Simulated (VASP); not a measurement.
## Sc: relaxation of cell and atoms with PBE

Sc:

```xyz
1
Lattice="0.0000 1.8546 1.8546 1.8546 0.0000 1.8546 1.8546 1.8546 0.0000" Properties=species:S:1:pos:R:3 pbc="T T T"
Sc    0.0000    0.0000    0.0000
```

- Program: VASP 6.6.1
- Task: relaxation of cell and atoms
- Functional: PBE
- Potentials or basis: VASP PAW PBE potentials, release 64 (Sc_sv)
- Cutoff: 600 eV
- k mesh: 18 × 18 × 18
- Occupations: fermi-dirac, width 0.1 eV
- Spin: no spin polarisation
- Target pressure: 89 GPa
- Dipole correction: no
- Further INCAR settings: ALGO = Normal; EDIFF = 1e-07; IBRION = 2; EDIFFG = -0.005; NSW = 60; ISIF = 3

```yaml
Relaxed_volume: 12.83 Å³/atom
Relaxed_cell: a = 2.628 Å, b = 2.628 Å, c = 2.628 Å, α = 60.00°, β = 60.00°, γ = 60.00°
Space_group_after_relaxing_to_0.05_Å: Fm-3m (No. 225)
Energy_change_on_relaxing_the_enthalpy_is_what_falls: -39.7 meV/atom
Ionic_steps: 3
Pressure_after_relaxing: 89.0 GPa
```

Step by step:
| step | energy change (eV) | largest force (eV/Å) | pressure (GPa) | volume (Å³) |
| --- | --- | --- | --- | --- |
| 1 | 0.0000 | 0.0000 | 90.37 | 12.76 |
| 2 | -0.1116 | 0.0000 | 86.49 | 12.96 |
| 3 | -0.0397 | 0.0000 | 88.99 | 12.83 |

Final structure:
```
Sc
1.0
     0.00000    1.85801    1.85801
     1.85801    0.00000    1.85801
     1.85801    1.85801    0.00000
Sc
1
Cartesian
  0.0000 0.0000 0.0000
```

Levels at points of the mesh, in eV from the Fermi level:
```tsv
k point	band 1	band 2	band 3	band 4	band 5	band 6	band 7	band 8	band 9
(0.00, 0.00, 0.00)	-48.47	-25.50	-25.50	-25.50	-5.11	2.26	2.26	2.26	5.33
(0.50, 0.00, 0.00)	-47.73	-28.31	-25.82	-25.82	-2.57	1.94	1.94	3.52	7.39
(0.50, 0.50, 0.00)	-47.50	-28.07	-26.44	-26.44	-3.55	-2.27	6.72	7.39	7.97
```

It took 74 s on 1 thread of Intel Xeon 8259CL (shared host), peak memory 0.17 GiB.

Caveat: the cell is relaxed towards a set pressure, so the enthalpy falls and the energy may rise.
